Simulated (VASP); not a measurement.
# Se (P3_121) in VASP: a series of runs, part 2 of 2

VASP 6.6.1.

## 4. Single point, LDA

INCAR reads:

```
SYSTEM = Se
ALGO = Normal
EDIFF = 1E-6
ENCUT = 520
GGA = CA
ISIF = 2
ISMEAR = -1
LASPH = .TRUE.
LCHARG = .FALSE.
LREAL = .FALSE.
LWAVE = .FALSE.
NBANDS = 16
NELM = 60
PREC = Accurate
SIGMA = 0.6
```

KPOINTS reads:

```
k-points
0
G
  9 9 6
  0 0 0
```

POSCAR reads:

```
Se
1.0
    3.9534579885      0.0000000000      0.0000000000
   -1.9767289943      3.4237950508      0.0000000000
    0.0000000000      0.0000000000      5.1205317866
Se
3
Direct
    0.2543546533      1.0000000000      0.3333333333
    1.0000000000      0.2543546533      0.6666666667
    0.7456453467      0.7456453467      1.0000000000
```

Potentials or basis: VASP PAW LDA potentials, release 64 (Se).

The run is started by

```console
> cat potpaw_LDA.64/Se/POTCAR > POTCAR
> mpirun -np 1 vasp_std > vasp.out
```

OUTCAR:

```text
SYSTEM = Se
   EDIFF = 1E-6
   ENCUT = 520
   GGA = CA
   ISIF = 2
   ISMEAR = -1
   LASPH = .TRUE.
   LREAL = .FALSE.
   NELM = 60
   PREC = Accurate

 ion  position               nearest neighbor table
   1  0.254  0.000  0.333-   3 2.44   2 2.44
   2  0.000  0.254  0.667-   3 2.44   1 2.44
   3  0.746  0.746  0.000-   2 2.44   1 2.44

  LATTYP: Found a hexagonal cell.
 ALAT       =     3.9534579885
 C/A-ratio  =     1.2952032882

  Lattice vectors:

 A1 = (   3.9534579885,   0.0000000000,   0.0000000000)
 A2 = (  -1.9767289943,   3.4237950508,   0.0000000000)
 A3 = (   0.0000000000,   0.0000000000,   5.1205317866)

Analysis of symmetry for initial positions (statically):
=====================================================================
 Subroutine PRICEL returns:
 Original cell was already a primitive cell.

 Routine SETGRP: Setting up the symmetry group for a
 hexagonal supercell.

 Subroutine GETGRP returns: Found  6 space group operations
 (whereof  2 operations were pure point group operations)
 out of a pool of 24 trial point group operations.

The static configuration has the point symmetry C_2 .
 The point group associated with its full space group is D_3 .

Analysis of symmetry for dynamics (positions and initial velocities):
=====================================================================
 Subroutine PRICEL returns:
 Original cell was already a primitive cell.

 Routine SETGRP: Setting up the symmetry group for a
 hexagonal supercell.

 Subroutine GETGRP returns: Found  6 space group operations
 (whereof  2 operations were pure point group operations)
 out of a pool of 24 trial point group operations.

The dynamic configuration has the point symmetry C_2 .
 The point group associated with its full space group is D_3 .

 Subroutine INISYM returns: Found  6 space group operations
 (whereof  2 operations are pure point group operations),
 and found     1 'primitive' translations

----------------------------------------------------------------------------------------

                                     Primitive cell

  volume of cell :      69.3106

  direct lattice vectors                    reciprocal lattice vectors
     3.953457988  0.000000000  0.000000000     0.252943120  0.146036779  0.000000000
    -1.976728994  3.423795051  0.000000000     0.000000000  0.292073557  0.000000000
     0.000000000  0.000000000  5.120531787     0.000000000  0.000000000  0.195292216

  length of vectors
     3.953457988  3.953457988  5.120531787     0.292073557  0.292073557  0.195292216

  position of ions in fractional coordinates (direct lattice)
     0.254354653  0.000000000  0.333333333
     0.000000000  0.254354653  0.666666667
     0.745645347  0.745645347  0.000000000

  ion indices of the primitive-cell ions
   primitive index   ion index
                 1           1
                 2           2
                 3           3

----------------------------------------------------------------------------------------

 KPOINTS: k-points

Automatic generation of k-mesh.
 Grid dimensions read from file:
 generate k-points for:    9    9    6

 Generating k-lattice:

  Cartesian coordinates                     Fractional coordinates (reciprocal lattice)
     0.028104791  0.016226309  0.000000000     0.111111111  0.000000000  0.000000000
     0.000000000  0.032452617  0.000000000     0.000000000  0.111111111  0.000000000
     0.000000000  0.000000000  0.032548703     0.000000000  0.000000000  0.166666667

  Length of vectors
     0.032452617  0.032452617  0.032548703

  Shift w.r.t. Gamma in fractional coordinates (k-lattice)
     0.000000000  0.000000000  0.000000000

 Subroutine IBZKPT returns following result:
 ===========================================

 Found     62 irreducible k-points:

 Following reciprocal coordinates:
            Coordinates               Weight
  0.000000  0.000000  0.000000      1.000000
  0.111111  0.000000  0.000000      6.000000
  0.222222  0.000000  0.000000      6.000000
  0.333333  0.000000  0.000000      6.000000
  0.444444  0.000000  0.000000      6.000000
  0.111111  0.111111  0.000000      6.000000
[... 16 lines left out ...]
  0.222222  0.111111  0.166667     12.000000
 -0.111111  0.333333  0.166667     12.000000
 [... further k-points ...]
   k-points           NKPTS =     62   k-points in BZ     NKDIM =     62   number of bands    NBANDS=     16
   number of dos      NEDOS =    301   number of ions     NIONS =      3
   total plane-waves  NPLWV =  36000
   dimension x,y,z NGX =    30 NGY =   30 NGZ =   40
   dimension x,y,z NGXF=    60 NGYF=   60 NGZF=   80
   ions per type =               3
   NGX,Y,Z   is equivalent  to a cutoff of  12.62, 12.62, 12.99 a.u.
   NGXF,Y,Z  is equivalent  to a cutoff of  25.23, 25.23, 25.97 a.u.
 SYSTEM =  Se
   PREC   = accura    normal or accurate (medium, high low for compatibility)
   ISTART =      0    job   : 0-new  1-cont  2-samecut
   ICHARG =      2    charge: 1-file 2-atom 10-const
   ISPIN  =      1    spin polarized calculation?
   LNONCOLLINEAR =      F non collinear calculations
   LSORBIT =      F    spin-orbit coupling
   LASPH  =      T    aspherical Exc in radial PAW
   ENCUT  =  520.0 eV  38.22 Ry    6.18 a.u.   7.35  7.35  9.52*2*pi/ulx,y,z
   NELM   =     60;   NELMIN=  2; NELMDL= -5     # of ELM steps
   EDIFF  = 0.1E-05   stopping-criterion for ELM
   LREAL  =      F    real-space projection
   EDIFFG = 0.1E-04   stopping-criterion for IOM
   NSW    =      0    number of steps for IOM
   IBRION =     -1    ionic relax: 0-MD 1-quasi-New 2-CG
   NFREE  =      0    steps in history (QN), initial steepest desc. (CG)
   ISIF   =      2    stress and relaxation
   ISYM   =      2    0-nonsym 1-usesym 2-fastsym
   POTIM  = 0.5000    time-step for ionic-motion
   TEBEG  =    0.0;   TEEND  =   0.0 temperature during run
   PSTRESS=    0.0 pullay stress
   NELECT =      18.0000    total number of electrons
   NUPDOWN=      -1.0000    fix difference up-down
   EMIN   =  10.00;   EMAX   =-10.00  energy-range for DOS
   EFERMI =   0.00;   METHOD = LEGACY
   ISMEAR =    -1;   SIGMA  =   0.60  broadening in eV -4-tet -1-fermi 0-gaus
   EFERMI_NEDOS =   21; number of points for ismear=-14 and -15
   IALGO  =     38    algorithm
   IMIX   =      4    mixing-type and parameters
     AMIX     =   0.40;   BMIX     =  1.00
     AMIX_MAG =   1.60;   BMIX_MAG =  1.00
  volume/ion in A,a.u.               =      23.10       155.91
  Fermi-wavevector in a.u.,A,eV,Ry     =   1.044477  1.973776 14.843043  1.090933
  Thomas-Fermi vector in A             =   2.179232
   LORBIT       =      0    0 simple, 1 ext, 2 COOP (PROOUT), +10 PAW based schemes
   GGA     = CA    functional components
   LHFCALC =     F    Hartree Fock is set to
   AEXX    =    0.0000 exact exchange contribution
   IVDW    =     0    specifies the selected vdW correction
   LEPSILON=     F    determine dielectric tensor
   LRPA    =     F    only Hartree local field effects (RPA)
 non-spin polarized calculation
  energy-cutoff  :      520.00
  volume of cell :       69.31
 maximum number of plane-waves:      1904
 NGX is ok and might be reduce to    30
   NGX = 15   NGY = 15   NGZ = 19

 number of electron      18.0000001 magnetization

 Free energy of the ion-electron system (eV)
  ---------------------------------------------------
  ext. energy  EPLUGINS =         0.00000000
  ---------------------------------------------------
  free energy    TOTEN  =       -13.02204335 eV

  energy without entropy =      -11.46223231  energy(sigma->0) =      -12.24213783

 E-fermi :   4.6042     XC(G=0):  -9.9969

 val. band max:        4.3947881239   @ k =   0.3333   0.3333   0.5000
 cond. band min:       4.7248839965   @ k =   0.3333   0.3333   0.5000
 fundamental gap:      0.3300958726
 Fermi energy:         4.6042436238

 k-point     1 :       0.0000    0.0000    0.0000
  band No.  band energies     occupation
      1     -11.9373      2.00000
      2      -7.7413      2.00000
      3      -7.7413      2.00000
      4       0.6566      1.99723
      5       0.9755      1.99529
      6       0.9755      1.99529
[... 8 lines left out ...]
     15      11.3891      0.00002
     16      12.6021      0.00000
[... 419 lines left out ...]
 k-point    24 :      -0.1111    0.3333    0.1667
  band No.  band energies     occupation
      1     -11.2046      2.00000
      2      -8.7604      2.00000
      3      -6.9680      2.00000
      4      -1.3140      1.99990
      5      -0.6881      1.99970
      6       0.5369      1.99773
[... 8 lines left out ...]
     15      13.2354      0.00000
     16      13.9551      0.00000

 [... further k-points ...]
[... 5 lines left out ...]
  --------------------------------------------------------------------------------------
  -------------------------------------------------------------------------------------
  Total        0.8140038      0.8140038      1.5607782     -0.0000000      0.0000000      0.0000000
  in kB       18.8164223     18.8164223     36.0787782     -0.0000000      0.0000000      0.0000000
  external PRESSURE =      24.5705409 kB  Pullay stress =       0.0000000 kB

 VOLUME and BASIS-vectors are now :
 -----------------------------------------------------------------------------
  energy-cutoff  :      520.00
  volume of cell :       69.31
      direct lattice vectors                 reciprocal lattice vectors
     3.953457988  0.000000000  0.000000000     0.252943120  0.146036779  0.000000000
    -1.976728994  3.423795051  0.000000000     0.000000000  0.292073557  0.000000000
     0.000000000  0.000000000  5.120531787     0.000000000  0.000000000  0.195292216

 POSITION                                       TOTAL-FORCE (eV/Angst)
 -----------------------------------------------------------------------------------
      1.00558      0.00000      1.70684         0.482839      0.000000      0.000000
     -0.50279      0.87086      3.41369        -0.241420      0.418151     -0.000000
      1.47394      2.55294      0.00000        -0.241420     -0.418151      0.000000
 -----------------------------------------------------------------------------------
    total drift:                               -0.000000     -0.000001      0.000000

  FREE ENERGIE OF THE ION-ELECTRON SYSTEM (eV)
  ---------------------------------------------------
  free  energy   TOTEN  =       -13.0220433505 eV

  energy  without entropy=      -11.4622323114  energy(sigma->0) =      -12.24213783
```

stdout:

```text
POSCAR found type information on POSCAR Se
 POSCAR found :  1 types and       3 ions
 scaLAPACK will be used
 LDA part: xc-table for (Slater(with rela. corr.)+CA(PZ))
 , standard interpolation
 POSCAR, INCAR and KPOINTS ok, starting setup
 FFT: planning ... GRIDC
 FFT: planning ... GRID_SOFT
 FFT: planning ... GRID
 WAVECAR not read
 entering main loop
```

Wall time 18 s (1 thread of Intel Xeon 6975P-C (Granite Rapids), shared host); peak memory 0.18 GiB.

Results:

```yaml
Free_energy: -13.0220 eV
Pressure: 2.5 GPa
Largest_force: 0.483 eV/Å
Band_gap_on_the_k_mesh: 0.33 eV, direct
```

Forces in eV/Å, atoms in the order of the input:
```
Se   0.483  0.000  0.000
Se  -0.241  0.418  0.000
Se  -0.241 -0.418  0.000
```

Levels at points of the mesh, in eV from the valence-band top:
```tsv
k point	band 5	band 6	band 7	band 8	band 9	band 10	band 11	band 12	band 13	band 14
(0.00, 0.00, 0.00)	-3.42	-3.42	-1.99	-1.99	-0.70	1.36	1.36	2.02	6.19	6.19
(0.00, 0.00, 0.50)	-3.16	-3.16	-1.53	-1.35	-1.35	0.77	0.77	0.77	5.28	6.81
```

## 5. Single point, LDA

INCAR reads:

```
ALGO = Normal ; EDIFF = 1E-6
ENCUT = 520 ; ISIF = 2
ISMEAR = -1 ; LASPH = T
LCHARG = F ; LREAL = F
LWAVE = F ; NBANDS = 16
NELM = 100 ; PREC = Accurate
SIGMA = 1.0
```

KPOINTS reads:

```
k-points
0
Gamma
  9 9 6
```

POSCAR is that of step 4.

The run is started by

```console
> cat potpaw_LDA.64/Se/POTCAR > POTCAR
> mpirun -np 1 vasp_std > vasp.out
```

Run time: 18 s. Hardware: 1 thread of Intel Xeon 6975P-C (Granite Rapids), shared host; peak memory 0.18 GiB.

The run converged. Its results:

```yaml
Free_energy: -14.5584 eV
Pressure: 6.9 GPa
Largest_force: 1.042 eV/Å
Band_gap_on_the_k_mesh: 0.37 eV, direct
```

Forces in eV/Å, atoms in the order of the input:
```
Se   1.042  0.000  0.000
Se  -0.521  0.902  0.000
Se  -0.521 -0.902  0.000
```

Stress tensor (GPa, compression positive):
```
5.56 0.00 0.00
0.00 5.56 0.00
0.00 0.00 9.46
```

Levels at points of the mesh, in eV from the valence-band top:
| k point | band 6 | band 7 | band 8 | band 9 | band 10 | band 11 | band 12 | band 13 |
| --- | --- | --- | --- | --- | --- | --- | --- | --- |
| (0.00, 0.00, 0.00) | -3.39 | -2.00 | -2.00 | -0.72 | 1.39 | 1.39 | 2.05 | 6.19 |
| (0.00, 0.00, 0.50) | -3.13 | -1.54 | -1.36 | -1.36 | 0.79 | 0.79 | 0.80 | 5.29 |

Caveat: forces of over 1 eV/Å act on the atoms, so gaps and moduli don't describe the material at rest.

## 6. Single point, LDA

INCAR reads:

```
SYSTEM = Se
ALGO = Normal
EDIFF = 1E-7
ENCUT = 520
ISIF = 2
ISMEAR = 0
LASPH = .True.
LCHARG = .True.
LELF = .True.
LREAL = .False.
LVHAR = .True.
LWAVE = .False.
NBANDS = 16
NELM = 60
PREC = Accurate
SIGMA = 0.01
```

KPOINTS reads:

```
k-points
0
Gamma
  9 9 6
  0 0 0
```

POSCAR is that of step 5.

Potentials or basis: VASP PAW LDA potentials, release 64 (Se).

The run is started by

```console
> cat potpaw_LDA.64/Se/POTCAR > POTCAR
> mpirun -np 1 vasp_std > vasp.out
```

Run time: 24 s. Hardware: 1 thread of Intel Xeon 6975P-C (Granite Rapids), shared host; peak memory 0.18 GiB.

Results (log left out):

```
Free energy            : -12.4771 eV
Pressure               : 0.2 GPa
Largest force          : 0.052 eV/Å
Band gap on the k mesh : 0.28 eV, direct
```

Forces on the atoms (eV/Å):
```
Se   0.052  0.000  0.000
Se  -0.026  0.045  0.000
Se  -0.026 -0.045  0.000
```

Stress tensor (GPa, compression positive):
```
0.15 0.00 0.00
0.00 0.15 0.00
0.00 0.00 0.27
```

Levels at points of the mesh, in eV from the valence-band top:
```csv
k point,band 7,band 8,band 9,band 10,band 11,band 12
"(0.00, 0.00, 0.00)",-1.98,-1.98,-0.69,1.32,1.32,2.00
"(0.00, 0.00, 0.50)",-1.52,-1.35,-1.35,0.74,0.75,0.75
```

A k mesh can miss the band edges.

## 7. The runs side by side

| smearing | gap on the mesh (eV) | pressure (GPa) | largest force (eV/Å) |
| --- | --- | --- | --- |
| fermi-dirac 0.2 eV | 0.29 | 0.2 | 0.08 |
| fermi-dirac 0.3 eV | 0.30 | 0.5 | 0.14 |
| fermi-dirac 0.6 eV | 0.33 | 2.5 | 0.48 |
| fermi-dirac 1 eV | 0.37 | 6.9 | 1.04 |
| gaussian 0.01 eV | 0.28 | 0.2 | 0.05 |

Alike in all rows: task single point; level LDA; potentials or basis VASP PAW LDA potentials, release 64 (Se); no spin polarisation; cell as given; k mesh 9 × 9 × 6; cutoff (eV) 520.

On the cell as given the gap runs from 0.28 eV (LDA) to 0.37 eV (LDA).

Caveats: forces of over 1 eV/Å act on the atoms, so gaps and moduli don't describe the material at rest (some runs).

Absolute energies hang on the potentials; compare differences alone.
